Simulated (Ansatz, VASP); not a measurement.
**KCl in VASP and in Ansatz**

```xyz
2
Lattice="3.8134 0.0000 0.0000 0.0000 3.8134 0.0000 0.0000 0.0000 3.8134" Properties=species:S:1:pos:R:3 pbc="T T T"
K     0.0000    0.0000    0.0000
Cl    1.9067    1.9067    1.9067
```

Change from the starting cell: volume scaled by 0.98.

Alike in both runs: task single point; functional LDA; k mesh 7 × 7 × 7; occupations fermi-dirac, width 0.05 eV; no spin polarisation.

```csv
,VASP,Ansatz
version,VASP 6.6.1,Ansatz 0.2.0
potentials or method,"VASP PAW LDA potentials, release 64 (K_sv, Cl), cutoff 520 eV","all-electron LAPW, scalar-relativistic"
```

```csv
,VASP,Ansatz,Ansatz less VASP
gap on the k mesh at the Fermi level (eV),4.48,4.47,-0.006
least direct gap on the mesh (eV),4.67,4.66,-0.006
pressure (GPa),-2.9,-2.9,-0.03
```

LDA's correlation is that of Perdew and Zunger in VASP and of Perdew and Wang (1992) in Ansatz. Ansatz ran all-electron here, and VASP with PAW potentials.
